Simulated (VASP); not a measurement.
A run of VASP 6.6.1 is set up as follows.

INCAR

```
SYSTEM = Lu
PREC = Accurate
ENCUT = 520
EDIFF = 1E-6
ISMEAR = 0
SIGMA = 0.1
LREAL = .FALSE.
LASPH = .TRUE.
NELM = 100
ALGO = Normal
ISIF = 2
LWAVE = .FALSE.
LCHARG = .FALSE.
GGA = PE
NBANDS = 18
```

Contents of KPOINTS:

```
regular mesh
0
G
  6 6 6
  0 0 0
```

File POSCAR:

```
Lu
1.0
    0.0000000000      2.4359809000      2.4359809000
    2.4359809000      0.0000000000      2.4359809000
    2.4359809000      2.4359809000      0.0000000000
Lu
1
Direct
    0.0000000000      0.0000000000      0.0000000000
```

Potentials or basis: VASP PAW PBE potentials, release 64 (Lu).

Launch:

```bash
$ cat potpaw_PBE.64/Lu/POTCAR > POTCAR
$ mpirun -np 1 vasp_std > vasp.out
```

(1) What does it give for the band gap on the k mesh?

(2) Predict the pressure.

Answers

(1) zero (an odd number of electrons rules out a gap without spin polarisation).

(2) 0.5 GPa.

Caveat: the k points lie up to 0.37 Å⁻¹ apart, too coarse for converged energies and pressures of a metal; spin-orbit coupling is left out, which moves the levels of the heavy elements.
